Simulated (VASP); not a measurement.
A run of VASP 6.6.1:

The input INCAR:

```
ALGO = Normal
EDIFF = 1E-7
ENCUT = 520
GGA = PE
ISIF = 2
ISMEAR = 0
LASPH = T
LCHARG = F
LREAL = F
LWAVE = F
NBANDS = 43
NELM = 80
PREC = Accurate
SIGMA = 0.1
```

KPOINTS

```
k-points
0
Gamma
  12 12 6
```

File POSCAR:

```
Ge3MoRu
1.0
    4.0197710514      0.0000000000      0.0000000000
   -2.0098855257      3.4812238479      0.0000000000
    0.0000000000      0.0000000000      8.0334596252
Ge Mo Ru
3 1 1
Direct
    0.3333333333      0.6666666667      0.6796167693
    0.3333333333      0.6666666667      0.3203832307
    0.6666666667      0.3333333333      0.5000000000
    0.3333333333      0.6666666667      0.0000000000
    0.0000000000      0.0000000000      0.0000000000
```

Potentials or basis: VASP PAW PBE potentials, release 64 (Ge_d, Mo_sv, Ru_pv).

The run is started by

```sh
$ cat potpaw_PBE.64/Ge_d/POTCAR potpaw_PBE.64/Mo_sv/POTCAR potpaw_PBE.64/Ru_pv/POTCAR > POTCAR
$ mpirun -np 1 vasp_std > vasp.out
```

Hardware: 1 thread of AMD EPYC 7R43 64-Core Processor (Zen 3) (shared host).

Task: Estimate the wall time of this run.

Result: It took 9.8 min on 1 thread of AMD EPYC 7R43 64-Core Processor (Zen 3) (shared host), peak memory 0.42 GiB. Counts: scf iterations 15, k points 76.
